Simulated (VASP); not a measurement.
Runs of VASP 6.6.1 on SrO. The structure is that of space group P6_3/mmc (No. 194), or close to it. The cells are those of the table. 

| cell | gap on the mesh (eV) | pressure (GPa) | largest force (eV/Å) |
| --- | --- | --- | --- |
| a = 4.346, b = 4.346, c = 5.240 Å, angles 90.0, 90.0, 120.0°, 4 atoms | (a) | -6.8 | 0.01 |
| a = 4.203, b = 4.203, c = 5.068 Å, angles 90.0, 90.0, 120.0°, 4 atoms | 2.60 | -0.2 | 0.02 |
| a = 4.413, b = 4.413, c = 5.322 Å, angles 90.0, 90.0, 120.0°, 4 atoms | (b) | (c) | - |
| a = 4.240, b = 4.240, c = 5.112 Å, angles 90.0, 90.0, 120.0°, 4 atoms | 2.52 | -2.2 | 0.01 |
| a = 4.128, b = 4.128, c = 4.978 Å, angles 90.0, 90.0, 120.0°, 4 atoms | 2.75 | 4.9 | 0.02 |
| a = 4.311, b = 4.311, c = 5.198 Å, angles 90.0, 90.0, 120.0°, 4 atoms | 2.37 | -5.5 | 0.01 |
| a = 4.275, b = 4.275, c = 5.156 Å, angles 90.0, 90.0, 120.0°, 4 atoms | 2.45 | -3.9 | 0.01 |
| a = 4.166, b = 4.166, c = 5.023 Å, angles 90.0, 90.0, 120.0°, 4 atoms | 2.67 | 2.2 | 0.02 |

Alike in all rows: task single point; level LDA; potentials or basis VASP PAW LDA potentials, release 64 (Sr_sv, O); no spin polarisation; k mesh 5 × 5 × 4; cutoff (eV) 520; smearing fermi-dirac 0.01 eV.

Problem. Estimate the missing entries.

Solution. (a) 2.30; (b) 2.17; (c) -8.9.

A k mesh can miss the band edges, and the runs leave out spin-orbit coupling on Sr.
